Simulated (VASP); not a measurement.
MoH3: single point with PBE

Crystal: MoH3.

```xyz
4
Lattice="2.9072 0.0000 0.0000 0.0000 2.9072 0.0000 0.0000 0.0000 2.9072" Properties=species:S:1:pos:R:3 pbc="T T T"
H     1.4536    0.0000    0.0000
H     0.0000    1.4536    0.0000
H     0.0000    0.0000    1.4536
Mo    1.4536    1.4536    1.4536
```

```json
{
  "Program": "VASP 6.6.1",
  "Task": "single point",
  "Functional": "PBE",
  "Potentials or basis": "VASP PAW PBE potentials, release 64 (H, Mo_sv)",
  "Cutoff": "520 eV",
  "k mesh": "6 × 6 × 6",
  "Occupations": "gaussian, width 0.1 eV",
  "Spin": "collinear spin, ferromagnetic start",
  "Starting moments": "[0.0, 0.0, 0.0, 1.0] μB",
  "Dipole correction": "no",
  "Further INCAR settings": "ALGO = Normal; EDIFF = 1e-07; NBANDS = 20"
}
```

```yaml
Pressure: 3.6 GPa
Net_moment: 1.34 μB per cell
Site_moments: H -0.01; Mo +1.22 μB
Valence_electrons_inside_the_program's_atomic_spheres: H 0.53; Mo 12.47
```

Levels at points of the mesh, in eV from the Fermi level:
Spin up:
```csv
k point,band 5,band 6,band 7,band 8,band 9,band 10,band 11,band 12,band 13,band 14
"(0.00, 0.00, 0.00)",-12.14,-5.87,-5.87,1.00,1.00,1.00,5.86,5.86,8.62,8.62
"(0.50, 0.00, 0.00)",-8.20,-7.81,-3.70,-1.42,-1.42,0.39,1.22,3.57,11.88,13.22
"(0.50, 0.50, 0.00)",-8.57,-4.29,-4.29,-3.57,-0.91,-0.91,2.72,6.70,8.17,12.11
"(0.50, 0.50, 0.50)",-7.50,-7.50,-7.50,2.90,2.90,3.65,5.76,5.76,5.76,7.32
```
Spin down:
```tsv
k point	band 6	band 7	band 8	band 9	band 10	band 11
(0.00, 0.00, 0.00)	-5.40	-5.40	2.14	2.14	2.14	5.97
(0.50, 0.00, 0.00)	-7.69	-3.02	-0.40	-0.40	0.37	2.37
(0.50, 0.50, 0.00)	-4.17	-4.17	-2.91	0.15	0.15	3.47
(0.50, 0.50, 0.50)	-7.03	-7.03	3.65	3.65	3.82	6.27
```

It took 18 s on 1 thread of Intel(R) Xeon(R) Platinum 8259CL CPU @ 2.50GHz (Skylake/Cascade Lake) (shared host), peak memory 0.15 GiB.

Caveat: the k points lie up to 0.36 Å⁻¹ apart.
